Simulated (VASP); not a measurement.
A run of VASP 6.6.1:

File POSCAR:

```
TaO3
1.0
    3.8060882787      0.0000000000      0.0000000000
    0.0000000000      3.8060882787      0.0000000000
    0.0000000000      0.0000000000      3.8060882787
Ta O
1 3
Direct
    0.5000000000      0.5000000000      0.5000000000
    0.0000000000      0.5000000000      0.5000000000
    0.5000000000      0.5000000000      0.0000000000
    0.5000000000      0.0000000000      0.5000000000
```

Contents of INCAR.step1:

```
SYSTEM = TaO3
  PREC = Accurate
  ENCUT = 520
  ISMEAR = 0
  SIGMA = 0.1
  LREAL = .FALSE.
  LASPH = .TRUE.
  NELM = 150
  ISPIN = 2
  MAGMOM = 0 0.38 0.38 0.38
  LMAXMIX = 4
  NBANDS = 26
  GGA = PE
  ALGO = Normal
  EDIFF = 1E-4
  LWAVE = .TRUE.
  LCHARG = .FALSE.
```

Contents of INCAR.step2:

```
SYSTEM = TaO3
  PREC = Accurate
  ENCUT = 520
  EDIFF = 1E-6
  ISMEAR = 0
  SIGMA = 0.1
  LREAL = .FALSE.
  LASPH = .TRUE.
  NELM = 150
  ALGO = Normal
  ISIF = 2
  LWAVE = .FALSE.
  LCHARG = .FALSE.
  ISPIN = 2
  MAGMOM = 0 0.38 0.38 0.38
  LORBIT = 11
  LMAXMIX = 4
  METAGGA = R2SCAN
  LMIXTAU = .TRUE.
  NBANDS = 26
  ISTART = 1
```

KPOINTS

```
regular mesh
0
G
  10 10 10
  0 0 0
```

Potentials or basis: VASP PAW PBE potentials, release 64 (Ta_pv, O).

Launch:

```bash
$ cat potpaw_PBE.64/Ta_pv/POTCAR potpaw_PBE.64/O/POTCAR > POTCAR
$ cp INCAR.step1 INCAR
$ mpirun -np 1 vasp_std > vasp.out
$ cp INCAR.step2 INCAR
$ mpirun -np 1 vasp_std > vasp.out
```

Hardware: 1 thread of Intel(R) Xeon(R) 6975P-C (Granite Rapids), with other jobs on the host.

Problem. How long does it take, and how much memory?

Solution. Wall time 4.6 min on 1 thread of Intel(R) Xeon(R) 6975P-C (Granite Rapids), on a shared host, peak memory 0.26 GiB. Counts: k points 56.
